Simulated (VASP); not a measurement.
## MnSi: relaxation of cell and atoms with PBE0

MnSi:

```
CELL_PARAMETERS angstrom
2.98743 0.00000 0.00000
0.00000 2.98743 0.00000
0.00000 0.00000 2.98743
ATOMIC_POSITIONS crystal
Mn 0.50000 0.50000 0.50000
Si 0.00000 0.00000 0.00000
```

* Program: VASP 6.6.1
* Task: relaxation of cell and atoms
* Functional: PBE0
* Potentials or basis: VASP PAW PBE potentials, release 64 (Mn_pv, Si)
* Cutoff: 600 eV
* k mesh: 5 × 5 × 5
* Occupations: fermi-dirac, width 0.05 eV
* Spin: collinear spin, ferromagnetic start
* Starting moments: [4.0, 0.0] μB
* Dipole correction: no
* Grid for exact exchange (PRECFOCK): Normal
* Further INCAR settings: ALGO = Normal; EDIFF = 1e-07; IBRION = 2; EDIFFG = -0.01; NSW = 60; ISIF = 3
* Share of exact exchange: 0.25

| Property | Result |
| --- | --- |
| Relaxed volume | 10.49 Å³/atom |
| Relaxed cell | a = 2.758 Å, b = 2.758 Å, c = 2.758 Å, α = 90.00°, β = 90.00°, γ = 90.00° |
| Space group after relaxing (to 0.1 Å) | Pm-3m (No. 221) |
| Energy gained by relaxing | 289.3 meV/atom |
| Ionic steps | 7 |
| Pressure after relaxing | 0.0 GPa |
| Net moment | 0.74 μB per cell |
| Site moments | Mn +0.84; Si -0.09 μB |
| Valence electrons inside the program's atomic spheres | Mn 12.24; Si 1.65 |

The path:
| step | energy change (eV) | largest force (eV/Å) | pressure (GPa) | volume (Å³) |
| --- | --- | --- | --- | --- |
| 1 | 0.0000 | 0.0000 | -29.68 | 26.66 |
| 2 | -0.2029 | 0.0000 | 51.04 | 18.22 |
| 3 | -0.5717 | 0.0000 | -5.13 | 21.39 |
| 4 | -0.5784 | 0.0000 | -0.88 | 21.04 |
| 5 | -0.5785 | 0.0000 | 0.49 | 20.94 |
| 6 | -0.5785 | 0.0000 | -0.73 | 21.03 |
| 7 | -0.5786 | 0.0000 | 0.02 | 20.97 |

Final structure:
```
CELL_PARAMETERS angstrom
2.75763 0.00000 0.00000
0.00000 2.75763 0.00000
0.00000 0.00000 2.75763
ATOMIC_POSITIONS crystal
Mn 0.50000 0.50000 0.50000
Si 0.00000 0.00000 0.00000
```

Levels at points of the mesh, in eV from the Fermi level:
Spin up:
| k point | band 6 | band 7 | band 8 | band 9 | band 10 | band 11 | band 12 | band 13 |
| --- | --- | --- | --- | --- | --- | --- | --- | --- |
| (0.00, 0.00, 0.00) | -4.06 | -1.54 | -1.54 | -1.54 | 5.03 | 5.03 | 5.03 | 10.87 |
Spin down:
| k point | band 4 | band 5 | band 6 | band 7 | band 8 | band 9 | band 10 | band 11 | band 12 | band 13 |
| --- | --- | --- | --- | --- | --- | --- | --- | --- | --- | --- |
| (0.00, 0.00, 0.00) | -15.64 | -3.66 | -3.66 | 1.54 | 1.54 | 1.54 | 4.86 | 4.86 | 4.86 | 10.93 |

It took 49 min on 4 MPI ranks on Intel(R) Xeon(R) Platinum 8559C (Emerald Rapids), with other jobs on the host, peak memory 0.19 GiB a rank.

Caveat: the k points lie up to 0.46 Å⁻¹ apart in the final cell; the volume moved by over 15 % at a fixed basis, so the end points are rough; the PAW data sets were made with another functional, which shifts forces and pressure a little.
